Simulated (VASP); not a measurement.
A run of VASP 6.6.1 is set up as follows.

The input INCAR:

```
SYSTEM = TePb
ALGO     = Normal         ! electronic algorithm
EDIFF    = 1E-6           ! SCF threshold, eV
ENCUT    = 520            ! plane-wave cutoff, eV
GGA      = PE             ! functional
ISIF     = 2              ! what is computed and relaxed
ISMEAR   = -1             ! smearing method
LASPH    = .True.         ! aspherical terms in the spheres
LCHARG   = .True.         ! write CHGCAR
LELF     = .True.         ! ELF
LREAL    = .False.        ! projectors in reciprocal space
LVHAR    = .True.       
LWAVE    = .False.        ! write WAVECAR
NBANDS   = 17             ! bands
NELM     = 100            ! most SCF steps
PREC     = Accurate       ! precision mode
SIGMA    = 0.08           ! smearing width, eV
```

The input KPOINTS:

```
k-points
0
Gamma
  11 11 11
  0 0 0
```

Contents of POSCAR:

```
TePb
1.0
    0.0000000000      3.2432570300      3.1947300000
    3.2432570300      0.0000000000      3.1947300000
    3.2432570300      3.2432570300      0.0000000000
Te Pb
1 1
Direct
    0.5000000000      0.5000000000      0.5000000000
    0.0000000000      0.0000000000      0.0000000000
```

Potentials or basis: VASP PAW PBE potentials, release 64 (Te, Pb_d).

Command:

```console
$ cat potpaw_PBE.64/Te/POTCAR potpaw_PBE.64/Pb_d/POTCAR > POTCAR
$ mpirun -np 1 vasp_std > vasp.out
```

**Question.** Estimate the band gap on the k mesh.

**Answer.** 0.84 eV, direct.

**Question.** Predict the pressure.

**Answer.** 2.3 GPa.

Stress tensor (GPa, compression positive):
```
1.63 0.00 0.00
0.00 1.63 0.00
0.00 0.00 3.57
```

Caveat: spin-orbit coupling is left out, which moves the levels of the heavy elements. A k mesh can miss the band edges.
